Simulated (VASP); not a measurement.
Wanted: the native input for a VASP 6.6.1 run.

- Task: single point
- Functional: PBE
- Potentials or basis: VASP PAW PBE potentials, release 64 (Ca_sv)
- Cutoff: 520 eV
- k mesh: 7 × 7 × 4
- Occupations: fermi-dirac, width 0.1 eV
- Spin: no spin polarisation
- Dipole correction: no
- Further INCAR settings: ALGO = Normal; EDIFF = 1e-06; NBANDS = 28

The structure of Ca lies in POSCAR:

```
Ca
1.0
    2.9455573819      0.0000000000      0.0000000000
   -1.4727786910      2.5509275210      0.0000000000
    0.0000000000      0.0000000000      9.6902201342
Ca
4
Direct
    0.0000000000      0.0000000000      0.0000000000
    0.0000000000      0.0000000000      0.5000000000
    0.3333333333      0.6666666667      0.2500000000
    0.6666666667      0.3333333333      0.7500000000
```

This cell differs from its parent crystal: volume scaled by 0.43.

One way to write it, as run:

INCAR

```
  PREC = Accurate
  ENCUT = 520
  EDIFF = 1E-6
  ISMEAR = -1
  SIGMA = 0.1
  LREAL = F
  LASPH = T
  NELM = 80
  ALGO = Normal
  ISIF = 2
  LWAVE = F
  LCHARG = T
  GGA = PE
  LELF = T
  LVHAR = T
  NBANDS = 28
```

KPOINTS

```
regular mesh
0
Gamma
  7 7 4
```

Potentials or basis: VASP PAW PBE potentials, release 64 (Ca_sv).

The run is started by

```console
$ cat potpaw_PBE.64/Ca_sv/POTCAR > POTCAR
$ mpirun -np 1 vasp_std > vasp.out
```

Results of the run:

| Property | Result |
| --- | --- |
| Pressure | 47.4 GPa |
| Band gap on the k mesh | zero (band 20 reaches 6.82 eV, above the bottom of band 21 at 6.31 eV) |

Wall time 26 s on 1 thread of Intel(R) Xeon(R) Platinum 8488C (Sapphire Rapids), with other jobs on the host, peak memory 0.19 GiB.
